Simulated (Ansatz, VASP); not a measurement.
# Two plane-wave programs on HgTe

```
Hg Te
1.0
    -2.99647    2.99647    1.61097
     2.99647   -2.99647    1.61097
     2.99647    2.99647   -1.61097
Hg Te
1 1
Direct
  0.25000 0.75000 0.50000
  0.00000 0.00000 0.00000
```

Alike in both runs: task single point; functional LDA; k mesh 18 × 18 × 18; occupations gaussian, width 0.15 eV; no spin polarisation.

|  | VASP | Ansatz |
| --- | --- | --- |
| version | VASP 6.6.1 | Ansatz 0.2.0 |
| potentials or method | VASP PAW LDA potentials, release 64 (Hg, Te), cutoff 520 eV | scalar-relativistic, plane waves, PAW |
| valence electrons in the cell | 18 | 36 |

|  | VASP | Ansatz | Ansatz less VASP |
| --- | --- | --- | --- |
| gap on the k mesh at the Fermi level (eV) | none | none | - |
| pressure (GPa) | -5.1 | -5.2 | -0.17 |
| traceless stress, the component that is largest in VASP (GPa) | -0.14 | -0.14 | +0.003 |

LDA's correlation is that of Perdew and Zunger in VASP and of Perdew and Wang (1992) in Ansatz. A gap of «none» marks a metal or a gap that the smearing closes. VASP's potentials hold 18 valence electrons a cell and Ansatz's 36, so a difference there can come from the potentials and not from the codes.

Neither program's run includes spin-orbit coupling.
